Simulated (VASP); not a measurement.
Here is a VASP 6.6.1 calculation.

The input INCAR:

```
SYSTEM = Al5GaAs6
PREC = Accurate
ENCUT = 520
EDIFF = 1E-6
ISMEAR = 0
SIGMA = 0.02
LREAL = .False.
LASPH = .True.
NELM = 80
ALGO = Normal
ISIF = 2
LWAVE = .False.
LCHARG = .False.
GGA = PS
NBANDS = 41
```

File KPOINTS:

```
regular mesh
0
Gamma
  8 8 2
  0 0 0
```

The input POSCAR:

```
Al5GaAs6
1.0
    4.0541471000      0.0000000000      0.0000000000
    0.0000000000      4.0541471000      0.0000000000
    0.0000000000      0.0000000000     17.1817152000
Al Ga As
5 1 6
Direct
    0.0000000000      0.0000000000      0.6668940000
    0.5000000000      0.5000000000      0.8334580000
    0.0000000000      0.0000000000      0.0000000000
    0.5000000000      0.5000000000      0.1665420000
    0.0000000000      0.0000000000      0.3331060000
    0.5000000000      0.5000000000      0.5000000000
    0.5000000000      0.0000000000      0.9167330000
    0.0000000000      0.5000000000      0.0832670000
    0.5000000000      0.0000000000      0.2498290000
    0.0000000000      0.5000000000      0.4160490000
    0.5000000000      0.0000000000      0.5839510000
    0.0000000000      0.5000000000      0.7501710000
```

Potentials or basis: VASP PAW PBE potentials, release 64 (Al, Ga_d, As).

Launch:

```bash
$ cat potpaw_PBE.64/Al/POTCAR potpaw_PBE.64/Ga_d/POTCAR potpaw_PBE.64/As/POTCAR > POTCAR
$ mpirun -np 1 vasp_std > vasp.out
```

Problem. What does it give for the largest force?

Solution. 0.093 eV/Å.

Problem. Predict the band gap on the k mesh.

Solution. 1.33 eV.

Problem. What does it give for the pressure?

Solution. -1.8 GPa.

Forces on the atoms (eV/Å):
```
Al   0.000  0.000 -0.005
Al   0.000  0.000  0.000
Al   0.000  0.000  0.000
Al   0.000  0.000  0.000
Al   0.000  0.000  0.005
Ga   0.000  0.000  0.000
As   0.000  0.000  0.000
As   0.000  0.000  0.000
As   0.000  0.000  0.001
As   0.000  0.000  0.093
As   0.000  0.000 -0.093
As   0.000  0.000 -0.001
```

Caveat: the PAW data sets were made with another functional, which shifts forces and pressure a little. A k mesh can miss the band edges.
